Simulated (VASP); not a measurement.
# TaN (P6_3/mmc) in VASP: single point with PBE+U

Aim: the single point of TaN with PBE+U.

Everything below comes from runs of VASP 6.6.1. Logs are shortened: lines on timing, memory, paths and dates and some standing lists are left out, and cuts for length are marked.

## (1) The cell of the first run

Symmetry: P6_3/mmc, No. 194, hexagonal system. The conventional cell has a = 3.048 Å, b = 3.048 Å, c = 4.918 Å, α = 90.00°, β = 90.00°, γ = 120.00°. Ta (site symmetry -3m) has 6 N at 2.15 Å and 2 Ta at 2.46 Å within 2.8 Å. Within 2.8 Å of N (site symmetry -6m2) lie 6 Ta at 2.15 Å.

## (2) Single point, PBE+U

Input file INCAR:

```
  PREC = Accurate
  ENCUT = 520
  EDIFF = 1E-6
  ISMEAR = 0
  SIGMA = 0.05
  LREAL = False
  LASPH = True
  NELM = 150
  ALGO = Normal
  ISIF = 2
  LWAVE = False
  LCHARG = False
  LMAXMIX = 4
  LDAU = True
  LDAUTYPE = 2
  LDAUL = 2 -1
  LDAUU = 7 0
  LDAUJ = 0 0
  LDAUPRINT = 1
  GGA = PE
  NBANDS = 24
```

Input file KPOINTS:

```
Automatic mesh
0
Gamma
  7 7 4
```

Input file POSCAR:

```
TaN
1.0
    3.0480018400      0.0000000000      0.0000000000
   -1.5240009200      2.6396470300      0.0000000000
    0.0000000000      0.0000000000      4.9179997800
Ta N
2 2
Direct
    0.0000000000      0.0000000000      0.0000000000
    0.0000000000      0.0000000000      0.5000000000
    0.3333333333      0.6666666667      0.2500000000
    0.6666666667      0.3333333333      0.7500000000
```

Potentials or basis: VASP PAW PBE potentials, release 64 (Ta_pv, N).

Started as:

```bash
$ cat potpaw_PBE.64/Ta_pv/POTCAR potpaw_PBE.64/N/POTCAR > POTCAR
$ mpirun -np 1 vasp_std > vasp.out
```

OUTCAR:

```text
PREC = Accurate
   ENCUT = 520
   EDIFF = 1E-6
   ISMEAR = 0
   LREAL = False
   LASPH = True
   NELM = 150
   ISIF = 2
   GGA = PE

 ion  position               nearest neighbor table
   1  0.000  0.000  0.000-   3 2.15   4 2.15   4 2.15   3 2.15   4 2.15   3 2.15   2 2.46   2 2.46

   2  0.000  0.000  0.500-   3 2.15   4 2.15   4 2.15   3 2.15   4 2.15   3 2.15   1 2.46   1 2.46

   3  0.333  0.667  0.250-   1 2.15   2 2.15   1 2.15   2 2.15   1 2.15   2 2.15
   4  0.667  0.333  0.750-   1 2.15   2 2.15   1 2.15   2 2.15   1 2.15   2 2.15

  LATTYP: Found a hexagonal cell.
 ALAT       =     3.0480018400
 C/A-ratio  =     1.6135160142

  Lattice vectors:

 A1 = (   3.0480018400,   0.0000000000,   0.0000000000)
 A2 = (  -1.5240009200,   2.6396470300,   0.0000000000)
 A3 = (   0.0000000000,   0.0000000000,   4.9179997800)

Analysis of symmetry for initial positions (statically):
=====================================================================
 Subroutine PRICEL returns:
 Original cell was already a primitive cell.

 Routine SETGRP: Setting up the symmetry group for a
 hexagonal supercell.

 Subroutine GETGRP returns: Found 24 space group operations
 (whereof 12 operations were pure point group operations)
 out of a pool of 24 trial point group operations.

The static configuration has the point symmetry D_3d.
 The point group associated with its full space group is D_6h.

Analysis of symmetry for dynamics (positions and initial velocities):
=====================================================================
 Subroutine PRICEL returns:
 Original cell was already a primitive cell.

 Routine SETGRP: Setting up the symmetry group for a
 hexagonal supercell.

 Subroutine GETGRP returns: Found 24 space group operations
 (whereof 12 operations were pure point group operations)
 out of a pool of 24 trial point group operations.

The dynamic configuration has the point symmetry D_3d.
 The point group associated with its full space group is D_6h.

 Subroutine INISYM returns: Found 24 space group operations
 (whereof 12 operations are pure point group operations),
 and found     1 'primitive' translations

----------------------------------------------------------------------------------------

                                     Primitive cell

  volume of cell :      39.5685

  direct lattice vectors                    reciprocal lattice vectors
     3.048001840  0.000000000  0.000000000     0.328083791  0.189419265  0.000000000
    -1.524000920  2.639647030  0.000000000     0.000000000  0.378838530  0.000000000
     0.000000000  0.000000000  4.917999780     0.000000000  0.000000000  0.203334698

  length of vectors
     3.048001840  3.048001845  4.917999780     0.378838530  0.378838530  0.203334698

  position of ions in fractional coordinates (direct lattice)
     0.000000000  0.000000000  0.000000000
     0.000000000  0.000000000  0.500000000
     0.333333333  0.666666667  0.250000000
     0.666666667  0.333333333  0.750000000

  ion indices of the primitive-cell ions
   primitive index   ion index
                 1           1
                 2           2
                 3           3
                 4           4

----------------------------------------------------------------------------------------

[... 99 lines left out ...]
   AEXX    =    0.0000 exact exchange contribution
   IVDW    =     0    specifies the selected vdW correction
   LEPSILON=     F    determine dielectric tensor
   LRPA    =     F    only Hartree local field effects (RPA)
 non-spin polarized calculation
 Gauss-broadening in eV      SIGMA  =   0.05
  energy-cutoff  :      520.00
  volume of cell :       39.57
 maximum number of plane-waves:      1087
 NGX is ok and might be reduce to    24
   NGX = 11   NGY = 11   NGZ = 19

atom =   1  type =  1  l = 2

 onsite density matrix

spin component  1

  0.2000 -0.0000  0.0000  0.0097 -0.0000
 -0.0000  0.2389  0.0000  0.0000  0.0097
  0.0000  0.0000  0.4037  0.0000  0.0000
  0.0097  0.0000  0.0000  0.2389  0.0000
 -0.0000  0.0097  0.0000  0.0000  0.2000

spin component  2

  0.2000 -0.0000  0.0000  0.0097 -0.0000
 -0.0000  0.2389  0.0000  0.0000  0.0097
  0.0000  0.0000  0.4037  0.0000  0.0000
  0.0097  0.0000  0.0000  0.2389  0.0000
 -0.0000  0.0097  0.0000  0.0000  0.2000

 occupancies and eigenvectors

  o =  0.1977  v =  0.9734 -0.0000 -0.0000 -0.2290  0.0000  0.0000  0.0000  0.0000  0.0000  0.0000      0.0000  0.0000  0.0000  0.0000  0.0000  0.0000  0.0000  0.0000  0.0000  0.0000
  o =  0.1977  v =  0.0000  0.0000  0.0000  0.0000  0.0000  0.9734 -0.0000 -0.0000 -0.2290  0.0000      0.0000  0.0000  0.0000  0.0000  0.0000  0.0000  0.0000  0.0000  0.0000  0.0000
  o =  0.1977  v =  0.0000  0.2290  0.0000 -0.0000 -0.9734  0.0000  0.0000  0.0000  0.0000  0.0000      0.0000  0.0000  0.0000  0.0000  0.0000  0.0000  0.0000  0.0000  0.0000  0.0000
  o =  0.1977  v =  0.0000  0.0000  0.0000  0.0000  0.0000  0.0000  0.2290  0.0000 -0.0000 -0.9734      0.0000  0.0000  0.0000  0.0000  0.0000  0.0000  0.0000  0.0000  0.0000  0.0000
  o =  0.2412  v =  0.2290 -0.0000  0.0000  0.9734 -0.0000  0.0000  0.0000  0.0000  0.0000  0.0000      0.0000  0.0000  0.0000  0.0000  0.0000  0.0000  0.0000  0.0000  0.0000  0.0000
  o =  0.2412  v =  0.0000  0.0000  0.0000  0.0000  0.0000  0.2290 -0.0000  0.0000  0.9734 -0.0000      0.0000  0.0000  0.0000  0.0000  0.0000  0.0000  0.0000  0.0000  0.0000  0.0000
  o =  0.2412  v =  0.0000  0.9734 -0.0000  0.0000  0.2290  0.0000  0.0000  0.0000  0.0000  0.0000      0.0000  0.0000  0.0000  0.0000  0.0000  0.0000  0.0000  0.0000  0.0000  0.0000
  o =  0.2412  v =  0.0000  0.0000  0.0000  0.0000  0.0000  0.0000  0.9734 -0.0000  0.0000  0.2290      0.0000  0.0000  0.0000  0.0000  0.0000  0.0000  0.0000  0.0000  0.0000  0.0000
  o =  0.4037  v =  0.0000  0.0000  0.0000  0.0000  0.0000 -0.0000 -0.0000 -1.0000  0.0000 -0.0000      0.0000  0.0000  0.0000  0.0000  0.0000  0.0000  0.0000  0.0000  0.0000  0.0000
  o =  0.4037  v = -0.0000 -0.0000 -1.0000  0.0000 -0.0000  0.0000  0.0000  0.0000  0.0000  0.0000      0.0000  0.0000  0.0000  0.0000  0.0000  0.0000  0.0000  0.0000  0.0000  0.0000

atom =   2  type =  1  l = 2

 onsite density matrix

spin component  1

  0.2000  0.0000  0.0000 -0.0097 -0.0000
  0.0000  0.2389 -0.0000  0.0000 -0.0097
  0.0000 -0.0000  0.4037  0.0000  0.0000
 -0.0097  0.0000  0.0000  0.2389 -0.0000
 -0.0000 -0.0097  0.0000 -0.0000  0.2000

spin component  2

  0.2000  0.0000  0.0000 -0.0097 -0.0000
  0.0000  0.2389 -0.0000  0.0000 -0.0097
  0.0000 -0.0000  0.4037  0.0000  0.0000
 -0.0097  0.0000  0.0000  0.2389 -0.0000
 -0.0000 -0.0097  0.0000 -0.0000  0.2000

 occupancies and eigenvectors

  o =  0.1977  v =  0.9734  0.0000 -0.0000  0.2290  0.0000  0.0000  0.0000  0.0000  0.0000  0.0000      0.0000  0.0000  0.0000  0.0000  0.0000  0.0000  0.0000  0.0000  0.0000  0.0000
  o =  0.1977  v =  0.0000  0.0000  0.0000  0.0000  0.0000  0.9734  0.0000 -0.0000  0.2290  0.0000      0.0000  0.0000  0.0000  0.0000  0.0000  0.0000  0.0000  0.0000  0.0000  0.0000
  o =  0.1977  v =  0.0000 -0.2290  0.0000  0.0000 -0.9734  0.0000  0.0000  0.0000  0.0000  0.0000      0.0000  0.0000  0.0000  0.0000  0.0000  0.0000  0.0000  0.0000  0.0000  0.0000
  o =  0.1977  v =  0.0000  0.0000  0.0000  0.0000  0.0000  0.0000 -0.2290  0.0000  0.0000 -0.9734      0.0000  0.0000  0.0000  0.0000  0.0000  0.0000  0.0000  0.0000  0.0000  0.0000
  o =  0.2412  v = -0.2290  0.0000 -0.0000  0.9734 -0.0000  0.0000  0.0000  0.0000  0.0000  0.0000      0.0000  0.0000  0.0000  0.0000  0.0000  0.0000  0.0000  0.0000  0.0000  0.0000
  o =  0.2412  v =  0.0000  0.0000  0.0000  0.0000  0.0000 -0.2290  0.0000 -0.0000  0.9734 -0.0000      0.0000  0.0000  0.0000  0.0000  0.0000  0.0000  0.0000  0.0000  0.0000  0.0000
  o =  0.2412  v = -0.0000 -0.9734 -0.0000  0.0000  0.2290  0.0000  0.0000  0.0000  0.0000  0.0000      0.0000  0.0000  0.0000  0.0000  0.0000  0.0000  0.0000  0.0000  0.0000  0.0000
  o =  0.2412  v =  0.0000  0.0000  0.0000  0.0000  0.0000 -0.0000 -0.9734 -0.0000  0.0000  0.2290      0.0000  0.0000  0.0000  0.0000  0.0000  0.0000  0.0000  0.0000  0.0000  0.0000
  o =  0.4037  v =  0.0000  0.0000  0.0000  0.0000  0.0000  0.0000 -0.0000  1.0000  0.0000  0.0000      0.0000  0.0000  0.0000  0.0000  0.0000  0.0000  0.0000  0.0000  0.0000  0.0000
  o =  0.4037  v =  0.0000 -0.0000  1.0000  0.0000  0.0000  0.0000  0.0000  0.0000  0.0000  0.0000      0.0000  0.0000  0.0000  0.0000  0.0000  0.0000  0.0000  0.0000  0.0000  0.0000

 number of electron      32.0000002 magnetization

 Free energy of the ion-electron system (eV)
  ---------------------------------------------------
  ext. energy  EPLUGINS =         0.00000000
  ---------------------------------------------------
  free energy    TOTEN  =       -27.87103271 eV

  energy without entropy =      -27.86934342  energy(sigma->0) =      -27.87018807

 E-fermi :  10.8900     XC(G=0): -13.7651

 val. band max:       10.8825953067   @ k =   0.4286   0.1429   0.2500
 cond. band min:      11.0886631759   @ k =   0.2857   0.2857   0.0000
 fundamental gap:      0.2060678692
 Fermi energy:        10.8900350753

 k-point     1 :       0.0000    0.0000    0.0000
  band No.  band energies     occupation
      1     -27.6232      2.00000
      2     -25.9360      2.00000
      3     -25.9360      2.00000
      4     -25.5725      2.00000
      5     -25.5725      2.00000
      6     -24.6465      2.00000
[... 637 lines left out ...]
     23      19.2240      0.00000
     24      19.2240      0.00000

------------------------ aborting loop because EDIFF is reached ----------------------------------------

  FORCE on cell =-STRESS in cart. coord.  units (eV):
  Direction    XX          YY          ZZ          XY          YZ          ZX
  --------------------------------------------------------------------------------------
  -------------------------------------------------------------------------------------
  Total       13.8761373     13.8761374     37.2218667      0.0000000      0.0000000      0.0000000
  in kB      561.8619010    561.8619034   1507.1592557      0.0000000      0.0000000      0.0000000
  external PRESSURE =     876.9610200 kB  Pullay stress =       0.0000000 kB

 VOLUME and BASIS-vectors are now :
 -----------------------------------------------------------------------------
  energy-cutoff  :      520.00
  volume of cell :       39.57
      direct lattice vectors                 reciprocal lattice vectors
     3.048001840  0.000000000  0.000000000     0.328083791  0.189419265  0.000000000
    -1.524000920  2.639647030  0.000000000     0.000000000  0.378838530  0.000000000
     0.000000000  0.000000000  4.917999780     0.000000000  0.000000000  0.203334698

 POSITION                                       TOTAL-FORCE (eV/Angst)
 -----------------------------------------------------------------------------------
      0.00000      0.00000      0.00000        -0.000000      0.000000      0.000000
      0.00000      0.00000      2.45900        -0.000000      0.000000      0.000000
     -0.00000      1.75976      1.22950        -0.000000      0.000000     -0.000000
      1.52400      0.87988      3.68850         0.000000     -0.000000      0.000000
 -----------------------------------------------------------------------------------
    total drift:                               -0.000000      0.000000      0.000000

  FREE ENERGIE OF THE ION-ELECTRON SYSTEM (eV)
  ---------------------------------------------------
  free  energy   TOTEN  =       -27.8710327122 eV

  energy  without entropy=      -27.8693434187  energy(sigma->0) =      -27.87018807
```

Run time: 11 s. Hardware: 1 thread of Intel Xeon 6975P-C (Granite Rapids), shared host; peak memory 0.16 GiB.

Results:

```
Free energy            : -27.8710 eV
Pressure               : 87.7 GPa
Band gap on the k mesh : zero (band 16 reaches 11.52 eV, above the bottom of band 17 at 9.32 eV)
```

Eigenvalues of the final occupation matrices:
```
    site  spin  trace               eigenvalues
site 1 d     1   1.28  0.20 0.20 0.24 0.24 0.40
site 1 d     2   1.28  0.20 0.20 0.24 0.24 0.40
site 2 d     1   1.28  0.20 0.20 0.24 0.24 0.40
site 2 d     2   1.28  0.20 0.20 0.24 0.24 0.40
```

Caveat: spin-orbit coupling is left out, which moves the levels of the heavy elements; U without spin polarisation on a metal has little footing.
